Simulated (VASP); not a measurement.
# Cd (P6_3/mmc) in VASP: notebook

Cd is run at these levels: PBEsol; tasks: single point, relaxation of cell and atoms.

All numbers are computed with VASP 6.6.1; they aren't measurements. Logs are shortened: lines on timing, memory, paths and dates and some standing lists are left out, and cuts for length are marked.

## 1. The cell of the first run

The structure is hexagonal, space group P6_3/mmc (No. 194). The conventional cell has a = 2.944 Å, b = 2.944 Å, c = 5.612 Å, α = 90.00°, β = 90.00°, γ = 120.00°. Cd (site symmetry -6m2) has 12 Cd at 2.94 to 3.28 Å within 3.9 Å.

## 2. Single point, PBEsol

INCAR reads:

```
SYSTEM = Cd
ALGO = Fast
EDIFF = 1E-7
ENCUT = 520
GGA = PS
ISIF = 2
ISMEAR = 0
LASPH = .TRUE.
LCHARG = .FALSE.
LREAL = .FALSE.
LWAVE = .FALSE.
NBANDS = 19
NELM = 60
PREC = Accurate
SIGMA = 0.1
```

KPOINTS reads:

```
k-points
0
G
  18 18 8
  0 0 0
```

POSCAR reads:

```
Cd
1.0
    2.9440568046      0.0000000000      0.0000000000
   -1.4720284023      2.5496279830      0.0000000000
    0.0000000000      0.0000000000      5.6116211534
Cd
2
Direct
    0.3333333333      0.6666666667      0.2500000000
    0.6666666667      0.3333333333      0.7500000000
```

Potentials or basis: VASP PAW PBE potentials, release 64 (Cd).

Launch:

```
cat potpaw_PBE.64/Cd/POTCAR > POTCAR
mpirun -np 1 vasp_std > vasp.out
```

OUTCAR:

```text
SYSTEM = Cd
   EDIFF = 1E-7
   ENCUT = 520
   GGA = PS
   ISIF = 2
   ISMEAR = 0
   LASPH = .TRUE.
   LREAL = .FALSE.
   NELM = 60
   PREC = Accurate

 ion  position               nearest neighbor table
   1  0.333  0.667  0.250-   2 3.28   2 3.28   2 3.28   2 3.28   2 3.28   2 3.28
   2  0.667  0.333  0.750-   1 3.28   1 3.28   1 3.28   1 3.28   1 3.28   1 3.28

  LATTYP: Found a hexagonal cell.
 ALAT       =     2.9440568046
 C/A-ratio  =     1.9060845377

  Lattice vectors:

 A1 = (   2.9440568046,   0.0000000000,   0.0000000000)
 A2 = (  -1.4720284023,   2.5496279830,   0.0000000000)
 A3 = (   0.0000000000,   0.0000000000,   5.6116211534)

Analysis of symmetry for initial positions (statically):
=====================================================================
 Subroutine PRICEL returns:
 Original cell was already a primitive cell.

 Routine SETGRP: Setting up the symmetry group for a
 hexagonal supercell.

 Subroutine GETGRP returns: Found 24 space group operations
 (whereof 12 operations were pure point group operations)
 out of a pool of 24 trial point group operations.

The static configuration has the point symmetry D_3d.
 The point group associated with its full space group is D_6h.

Analysis of symmetry for dynamics (positions and initial velocities):
=====================================================================
 Subroutine PRICEL returns:
 Original cell was already a primitive cell.

 Routine SETGRP: Setting up the symmetry group for a
 hexagonal supercell.

 Subroutine GETGRP returns: Found 24 space group operations
 (whereof 12 operations were pure point group operations)
 out of a pool of 24 trial point group operations.

The dynamic configuration has the point symmetry D_3d.
 The point group associated with its full space group is D_6h.

 Subroutine INISYM returns: Found 24 space group operations
 (whereof 12 operations are pure point group operations),
 and found     1 'primitive' translations

----------------------------------------------------------------------------------------

                                     Primitive cell

  volume of cell :      42.1222

  direct lattice vectors                    reciprocal lattice vectors
     2.944056805  0.000000000  0.000000000     0.339667359  0.196107041  0.000000000
    -1.472028402  2.549627983  0.000000000     0.000000000  0.392214082  0.000000000
     0.000000000  0.000000000  5.611621153     0.000000000  0.000000000  0.178201623

  length of vectors
     2.944056805  2.944056805  5.611621153     0.392214082  0.392214082  0.178201623

  position of ions in fractional coordinates (direct lattice)
     0.333333333  0.666666667  0.250000000
     0.666666667  0.333333333  0.750000000

  ion indices of the primitive-cell ions
   primitive index   ion index
                 1           1
                 2           2

----------------------------------------------------------------------------------------

 KPOINTS: k-points

Automatic generation of k-mesh.
 Grid dimensions read from file:
 generate k-points for:   18   18    8

 Generating k-lattice:

  Cartesian coordinates                     Fractional coordinates (reciprocal lattice)
     0.018870409  0.010894836  0.000000000     0.055555556  0.000000000  0.000000000
     0.000000000  0.021789671  0.000000000     0.000000000  0.055555556  0.000000000
     0.000000000  0.000000000  0.022275203     0.000000000  0.000000000  0.125000000

  Length of vectors
     0.021789671  0.021789671  0.022275203

  Shift w.r.t. Gamma in fractional coordinates (k-lattice)
     0.000000000  0.000000000  0.000000000

 Subroutine IBZKPT returns following result:
 ===========================================

 Found    185 irreducible k-points:

 Following reciprocal coordinates:
            Coordinates               Weight
  0.000000  0.000000  0.000000      1.000000
  0.055556  0.000000  0.000000      6.000000
  0.111111  0.000000  0.000000      6.000000
  0.166667 -0.000000  0.000000      6.000000
  0.222222  0.000000  0.000000      6.000000
  0.277778 -0.000000  0.000000      6.000000
[... 16 lines left out ...]
  0.333333  0.111111  0.000000     12.000000
  0.388889  0.111111  0.000000     12.000000
 [... further k-points ...]
   k-points           NKPTS =    185   k-points in BZ     NKDIM =    185   number of bands    NBANDS=     19
   number of dos      NEDOS =    301   number of ions     NIONS =      2
   total plane-waves  NPLWV =  24192
   dimension x,y,z NGX =    24 NGY =   24 NGZ =   42
   dimension x,y,z NGXF=    48 NGYF=   48 NGZF=   84
   ions per type =               2
   NGX,Y,Z   is equivalent  to a cutoff of  13.55, 13.55, 12.44 a.u.
   NGXF,Y,Z  is equivalent  to a cutoff of  27.10, 27.10, 24.89 a.u.
 SYSTEM =  Cd
   PREC   = accura    normal or accurate (medium, high low for compatibility)
   ISTART =      0    job   : 0-new  1-cont  2-samecut
   ICHARG =      2    charge: 1-file 2-atom 10-const
   ISPIN  =      1    spin polarized calculation?
   LNONCOLLINEAR =      F non collinear calculations
   LSORBIT =      F    spin-orbit coupling
   LASPH  =      T    aspherical Exc in radial PAW
   ENCUT  =  520.0 eV  38.22 Ry    6.18 a.u.   5.47  5.47 10.43*2*pi/ulx,y,z
   NELM   =     60;   NELMIN=  2; NELMDL= -5     # of ELM steps
   EDIFF  = 0.1E-06   stopping-criterion for ELM
   LREAL  =      F    real-space projection
   EDIFFG = 0.1E-05   stopping-criterion for IOM
   NSW    =      0    number of steps for IOM
   IBRION =     -1    ionic relax: 0-MD 1-quasi-New 2-CG
   NFREE  =      0    steps in history (QN), initial steepest desc. (CG)
   ISIF   =      2    stress and relaxation
   ISYM   =      2    0-nonsym 1-usesym 2-fastsym
   POTIM  = 0.5000    time-step for ionic-motion
   TEBEG  =    0.0;   TEEND  =   0.0 temperature during run
   PSTRESS=    0.0 pullay stress
   NELECT =      24.0000    total number of electrons
   NUPDOWN=      -1.0000    fix difference up-down
   EMIN   =  10.00;   EMAX   =-10.00  energy-range for DOS
   EFERMI =   0.00;   METHOD = LEGACY
   ISMEAR =     0;   SIGMA  =   0.10  broadening in eV -4-tet -1-fermi 0-gaus
   EFERMI_NEDOS =   21; number of points for ismear=-14 and -15
   IALGO  =     68    algorithm
   IMIX   =      4    mixing-type and parameters
     AMIX     =   0.40;   BMIX     =  1.00
     AMIX_MAG =   1.60;   BMIX_MAG =  1.00
  volume/ion in A,a.u.               =      21.06       142.13
  Fermi-wavevector in a.u.,A,eV,Ry     =   1.357193  2.564722 25.061545  1.841972
  Thomas-Fermi vector in A             =   2.484132
   LORBIT       =      0    0 simple, 1 ext, 2 COOP (PROOUT), +10 PAW based schemes
   GGA     = PS    functional components
   LHFCALC =     F    Hartree Fock is set to
   AEXX    =    0.0000 exact exchange contribution
   IVDW    =     0    specifies the selected vdW correction
   LEPSILON=     F    determine dielectric tensor
   LRPA    =     F    only Hartree local field effects (RPA)
 non-spin polarized calculation
 RMM-DIIS sequential band-by-band and
 Gauss-broadening in eV      SIGMA  =   0.10
  energy-cutoff  :      520.00
  volume of cell :       42.12
 maximum number of plane-waves:      1173
 NGX is ok and might be reduce to    24
   NGX = 11   NGY = 11   NGZ = 21

 number of electron      24.0000003 magnetization

 Free energy of the ion-electron system (eV)
  ---------------------------------------------------
  ext. energy  EPLUGINS =         0.00000000
  ---------------------------------------------------
  free energy    TOTEN  =        -2.40113231 eV

  energy without entropy =       -2.39888713  energy(sigma->0) =       -2.40000972

 E-fermi :   3.0466     XC(G=0): -11.3394

 val. band max:        3.0448928043   @ k =   0.2222   0.0556   0.1250
 cond. band min:       3.0812346554   @ k =   0.3333   0.3333   0.0000
 fundamental gap:      0.0363418511
 Fermi energy:         3.0465969749

 k-point     1 :       0.0000    0.0000    0.0000
  band No.  band energies     occupation
      1      -7.0026      2.00000
      2      -6.7409      2.00000
      3      -6.3022      2.00000
      4      -6.3022      2.00000
      5      -6.2503      2.00000
      6      -6.2503      2.00000
[... 11 lines left out ...]
     18      18.2759      0.00000
     19      18.9101      0.00000

 k-point     2 :       0.0556    0.0000    0.0000
  band No.  band energies     occupation
      1      -6.9665      2.00000
      2      -6.7004      2.00000
      3      -6.3167      2.00000
      4      -6.2713      2.00000
      5      -6.2635      2.00000
      6      -6.2204      2.00000
[... 11 lines left out ...]
     18      17.8254      0.00000
     19      19.2750      0.00000

 k-point     3 :       0.1111    0.0000    0.0000
  band No.  band energies     occupation
      1      -6.8735      2.00000
      2      -6.6131      2.00000
      3      -6.3536      2.00000
      4      -6.2893      2.00000
      5      -6.1814      2.00000
      6      -6.1335      2.00000
[... 11 lines left out ...]
     18      17.7495      0.00000
     19      19.1443      0.00000

 k-point     4 :       0.1667   -0.0000    0.0000
  band No.  band energies     occupation
      1      -6.7886      2.00000
      2      -6.5424      2.00000
      3      -6.4091      2.00000
      4      -6.2534      2.00000
      5      -6.0407      2.00000
      6      -5.9977      2.00000
[... 407 lines left out ...]
     18      14.9549      0.00000
     19      15.4603      0.00000

 k-point    23 :       0.3333    0.1111    0.0000
  band No.  band energies     occupation
      1      -6.9355      2.00000
      2      -6.7314      2.00000
      3      -6.6227      2.00000
      4      -6.2017      2.00000
      5      -6.0253      2.00000
      6      -6.0071      2.00000
[... 11 lines left out ...]
     18      14.4675      0.00000
     19      15.1358      0.00000

 k-point    24 :       0.3889    0.1111    0.0000
  band No.  band energies     occupation
      1      -6.9885      2.00000
      2      -6.7828      2.00000
      3      -6.6919      2.00000
      4      -6.2248      2.00000
      5      -6.0534      2.00000
      6      -5.9516      2.00000
[... 11 lines left out ...]
     18      14.1584      0.00000
     19      14.9349      0.00000

 [... further k-points ...]

------------------------ aborting loop because EDIFF is reached ----------------------------------------

  FORCE on cell =-STRESS in cart. coord.  units (eV):
  Direction    XX          YY          ZZ          XY          YZ          ZX
  --------------------------------------------------------------------------------------
  -------------------------------------------------------------------------------------
  Total        0.1329210      0.1329210      0.0673152      0.0000000      0.0000000      0.0000000
  in kB        5.0558354      5.0558354      2.5604275      0.0000000      0.0000000      0.0000000
  external PRESSURE =       4.2240327 kB  Pullay stress =       0.0000000 kB

 VOLUME and BASIS-vectors are now :
 -----------------------------------------------------------------------------
  energy-cutoff  :      520.00
  volume of cell :       42.12
      direct lattice vectors                 reciprocal lattice vectors
     2.944056805  0.000000000  0.000000000     0.339667359  0.196107041  0.000000000
    -1.472028402  2.549627983  0.000000000     0.000000000  0.392214082  0.000000000
     0.000000000  0.000000000  5.611621153     0.000000000  0.000000000  0.178201623

 POSITION                                       TOTAL-FORCE (eV/Angst)
 -----------------------------------------------------------------------------------
     -0.00000      1.69975      1.40291         0.000000      0.000000      0.000000
      1.47203      0.84988      4.20872        -0.000000      0.000000     -0.000000
 -----------------------------------------------------------------------------------
    total drift:                               -0.000000      0.000000      0.000000

  FREE ENERGIE OF THE ION-ELECTRON SYSTEM (eV)
  ---------------------------------------------------
  free  energy   TOTEN  =        -2.4011323115 eV

  energy  without entropy=       -2.3988871258  energy(sigma->0) =       -2.40000972
```

Wall time 2.9 min (1 thread of Oxide Virtual Turin-like, shared host); peak memory 0.21 GiB.

What came out:

```yaml
Free_energy: -2.4011 eV
Pressure: 0.4 GPa
Band_gap_on_the_k_mesh: zero (bands 12 and 13 overlap by 4.74 eV)
```

Caveat: the PAW data sets were made with another functional, which shifts forces and pressure a little.

## 3. Relaxation of cell and atoms, PBEsol

This run uses another cell than the first one, of 21.23 Å³/atom.

INCAR reads:

```
SYSTEM = Cd
ALGO = Fast
EDIFF = 1E-6
EDIFFG = -0.01
ENCUT = 600
GGA = PS
IBRION = 2
ISIF = 3
ISMEAR = 0
LASPH = .TRUE.
LCHARG = .FALSE.
LREAL = .FALSE.
LWAVE = .FALSE.
NELM = 100
NSW = 80
PREC = Accurate
SIGMA = 0.1
```

KPOINTS is that of step 2.

POSCAR reads:

```
Cd
1.0
    2.9275750012      0.0000000000      0.0000000000
   -1.4637875006      2.5353543225      0.0000000000
    0.0000000000      0.0000000000      5.7215795985
Cd
2
Direct
    0.3333333333      0.6666666667      0.2500000000
    0.6666666667      0.3333333333      0.7500000000
```

Potentials or basis: VASP PAW PBE potentials, release 64 (Cd).

Launch:

```
cat potpaw_PBE.64/Cd/POTCAR > POTCAR
mpirun -np 1 vasp_std > vasp.out
```

OUTCAR:

```text
SYSTEM = Cd
   EDIFF = 1E-6
   EDIFFG = -0.01
   ENCUT = 600
   GGA = PS
   IBRION = 2
   ISIF = 3
   ISMEAR = 0
   LASPH = .TRUE.
   LREAL = .FALSE.
   NELM = 100
   NSW = 80
   PREC = Accurate

 ion  position               nearest neighbor table
   1  0.333  0.667  0.250-   2 3.32   2 3.32   2 3.32   2 3.32   2 3.32   2 3.32
   2  0.667  0.333  0.750-   1 3.32   1 3.32   1 3.32   1 3.32   1 3.32   1 3.32

  LATTYP: Found a hexagonal cell.
 ALAT       =     2.9275750012
 C/A-ratio  =     1.9543750702

  Lattice vectors:

 A1 = (   2.9275750012,   0.0000000000,   0.0000000000)
 A2 = (  -1.4637875006,   2.5353543225,   0.0000000000)
 A3 = (   0.0000000000,   0.0000000000,   5.7215795985)

Analysis of symmetry for initial positions (statically):
=====================================================================
 Subroutine PRICEL returns:
 Original cell was already a primitive cell.

 Routine SETGRP: Setting up the symmetry group for a
 hexagonal supercell.

 Subroutine GETGRP returns: Found 24 space group operations
 (whereof 12 operations were pure point group operations)
 out of a pool of 24 trial point group operations.

The static configuration has the point symmetry D_3d.
[... 271 lines left out ...]

[... ionic steps 4 to 7 ...]

--------------------------------------- Ionic step        8  -------------------------------------------

 number of electron      24.0000014 magnetization

------------------------ aborting loop because EDIFF is reached ----------------------------------------
[... 67 lines left out ...]
--------------------------------------- Ionic step       10  -------------------------------------------

 number of electron      24.0000013 magnetization

 Free energy of the ion-electron system (eV)
  ---------------------------------------------------
  ext. energy  EPLUGINS =         0.00000000
  ---------------------------------------------------
  free energy    TOTEN  =        -2.40141610 eV

  energy without entropy =       -2.39902270  energy(sigma->0) =       -2.40021940

 E-fermi :   3.0343     XC(G=0): -11.3249

 val. band max:        3.0337709332   @ k =   0.3333   0.3333   0.0000
 cond. band min:       3.0454148760   @ k =   0.2222   0.0556   0.1250
 fundamental gap:      0.0116439428
 Fermi energy:         3.0342697501

 k-point     1 :       0.0000    0.0000    0.0000
  band No.  band energies     occupation
      1      -7.0046      2.00000
      2      -6.7386      2.00000
      3      -6.3126      2.00000
      4      -6.3126      2.00000
      5      -6.2602      2.00000
      6      -6.2602      2.00000
[... 433 lines left out ...]
      3      -6.7011      2.00000
      4      -6.2335      2.00000
      5      -6.0711      2.00000
      6      -5.9679      2.00000
[... 8 lines left out ...]
     15       7.4264      0.00000
     16       9.0838      0.00000

 [... further k-points ...]

------------------------ aborting loop because EDIFF is reached ----------------------------------------

  FORCE on cell =-STRESS in cart. coord.  units (eV):
  Direction    XX          YY          ZZ          XY          YZ          ZX
  --------------------------------------------------------------------------------------
  -------------------------------------------------------------------------------------
  Total        0.0077316      0.0077316     -0.0064823      0.0000000      0.0000000      0.0000000
  in kB        0.2932421      0.2932421     -0.2458607      0.0000000      0.0000000      0.0000000
  external PRESSURE =       0.1135412 kB  Pullay stress =       0.0000000 kB
[... 17 lines left out ...]
  FREE ENERGIE OF THE ION-ELECTRON SYSTEM (eV)
  ---------------------------------------------------
  free  energy   TOTEN  =        -2.4014161038 eV

  energy  without entropy=       -2.3990226960  energy(sigma->0) =       -2.40021940

 reached required accuracy - stopping structural energy minimisation
```

OSZICAR:

```text
N       E                     dE             d eps       ncg     rms          rms(c)
DAV:   1     0.180161094680E+03    0.18016E+03   -0.14491E+04  5920   0.169E+03
DAV:   2     0.103597180189E+01   -0.17913E+03   -0.17480E+03  6056   0.393E+02
DAV:   3    -0.257920651799E+01   -0.36152E+01   -0.36108E+01  7408   0.664E+01
[... 72 lines left out ...]
DAV:   1    -0.240265086284E+01   -0.12994E-02   -0.52482E-02  6400   0.220E+00    0.187E-01
RMM:   2    -0.240177361778E+01    0.87725E-03   -0.85333E-04  5920   0.340E-01    0.967E-02
RMM:   3    -0.240144973026E+01    0.32389E-03   -0.26538E-04  5920   0.133E-01    0.372E-02
RMM:   4    -0.240141647358E+01    0.33257E-04   -0.46757E-05  5920   0.607E-02    0.152E-02
RMM:   5    -0.240141610384E+01    0.36973E-06   -0.16495E-06  3685   0.137E-02
  10 F= -.24014161E+01 E0= -.24002194E+01  d E =-.646854E-04
```

It took 9.2 min on 1 thread of Oxide Virtual Turin-like, shared host; peak memory 0.24 GiB.

What came out:

```
Free energy                           : -2.4014 eV
Relaxed volume                        : 21.12 Å³/atom
Relaxed cell                          : a = 2.950 Å, b = 2.950 Å, c = 5.604 Å, α = 90.00°, β = 90.00°, γ = 120.00°
Space group after relaxing (to 0.1 Å) : P6_3/mmc (No. 194)
Energy gained by relaxing             : 1.8 meV/atom
Ionic steps                           : 10
Pressure after relaxing               : 0.0 GPa
Band gap on the k mesh                : zero (bands 12 and 13 overlap by 4.69 eV)
```

The path:
| step | energy change (eV) | largest force (eV/Å) | pressure (GPa) | volume (Å³) |
| --- | --- | --- | --- | --- |
| 1 | 0.0000 | 0.0000 | 0.32 | 42.47 |
| 2 | -0.0022 | 0.0000 | -0.38 | 42.72 |
| 3 | -0.0023 | 0.0000 | -0.50 | 42.77 |
| 4 | -0.0033 | 0.0000 | -0.13 | 42.45 |
| 5 | -0.0035 | 0.0000 | 0.02 | 42.26 |
| 6 | -0.0035 | 0.0000 | 0.24 | 42.17 |
| 7 | -0.0035 | 0.0000 | 0.06 | 42.22 |
| 8 | -0.0035 | 0.0000 | 0.17 | 42.19 |
| 9 | -0.0035 | 0.0000 | 0.10 | 42.21 |
| 10 | -0.0036 | 0.0000 | 0.01 | 42.24 |

Final structure:
```cif
data_structure
_symmetry_space_group_name_H-M 'P 1'
_symmetry_Int_Tables_number 1
_cell_length_a 2.9501
_cell_length_b 2.9501
_cell_length_c 5.6045
_cell_angle_alpha 90.000
_cell_angle_beta 90.000
_cell_angle_gamma 120.000
_cell_volume 42.24
loop_
_atom_site_label
_atom_site_type_symbol
_atom_site_fract_x
_atom_site_fract_y
_atom_site_fract_z
_atom_site_occupancy
Cd1 Cd 0.33333 0.66667 0.25000 1
Cd2 Cd 0.66667 0.33333 0.75000 1
```

Caveat: the PAW data sets were made with another functional, which shifts forces and pressure a little.

The gap in the log of VASP goes by the Fermi energy; the results here count the filled bands.